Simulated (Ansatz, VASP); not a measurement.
# Si in VASP and in Ansatz

File POSCAR:

```
Si
1.0
    0.0000000000      2.7221197377      2.7221197377
    2.7221197377      0.0000000000      2.7221197377
    2.7221197377      2.7221197377      0.0000000000
Si
2
Direct
    0.2500000000      0.2500000000      0.2500000000
    0.0000000000      0.0000000000      0.0000000000
```

The input INCAR.step1:

```
ALGO = Normal ; EDIFF = 1E-5
ENCUT = 520 ; GGA = PE
ISIF = 2 ; ISMEAR = 0
LASPH = T ; LCHARG = F
LREAL = F ; LWAVE = T
NBANDS = 11 ; NELM = 100
PREC = Accurate ; SIGMA = 0.01
```

File INCAR.step2:

```
AEXX = 1.0 ; AGGAC = 0.0
ALDAC = 0.0 ; ALGO = Normal
EDIFF = 1E-6 ; ENCUT = 520
GGA = PE ; ISIF = 2
ISMEAR = 0 ; ISTART = 1
LASPH = T ; LCHARG = F
LHFCALC = T ; LREAL = F
LWAVE = F ; NBANDS = 11
NELM = 100 ; PREC = Accurate
PRECFOCK = Normal ; SIGMA = 0.01
```

Contents of KPOINTS:

```
k-points
0
Gamma
  6 6 6
```

Input for Ansatz:

```yaml
crystal:
  lattice:
    - [0.0, 2.7221197377, 2.7221197377]
    - [2.7221197377, 0.0, 2.7221197377]
    - [2.7221197377, 2.7221197377, 0.0]
  atoms:
    - { symbol: Si, position: [0.25, 0.25, 0.25] }
    - { symbol: Si, position: [0.0, 0.0, 0.0] }
kpoints:
  mp_grid: { grid: [6, 6, 6] }
  band_path:
    path:
      - [0.0, 0.0, 0.0]
      - [0.5, 0.0, 0.5]
      - [0.625, 0.25, 0.625]
      - [0.375, 0.375, 0.75]
      - [0.5, 0.5, 0.5]
      - [0.5, 0.25, 0.75]
      - [0.0, 0.419271, 0.419271]
    npoints: 1
hamiltonian:
  xc: hf
scf:
  occupations: { method: fixed }
  n_extra_bands: 4
output:
  forces: true
  stress: true
  eigenvalues: true
```

Alike in both runs: task single point; functional HF; k mesh 6 × 6 × 6; no spin polarisation.

```csv
,VASP,Ansatz
version,VASP 6.6.1,Ansatz 0.2.0
potentials or method,"VASP PAW PBE potentials, release 64 (Si)","plane waves, PAW"
plane-wave cutoff (eV),520,420
occupations,"gaussian, width 0.01 eV",fixed
valence electrons in the cell,8,8
```

VASP gave:

| Item | Value |
| --- | --- |
| gap on the k mesh at the Fermi level (eV) | 6.68 |
| pressure (GPa) | 2.5 |

Which values does Ansatz return?

gap on the k mesh at the Fermi level (eV): 6.57; pressure (GPa): 3.8.

VASP's potentials were made for PBE, not for HF. Ansatz's warnings: stress exchange threshold loose, stress scf threshold loose.
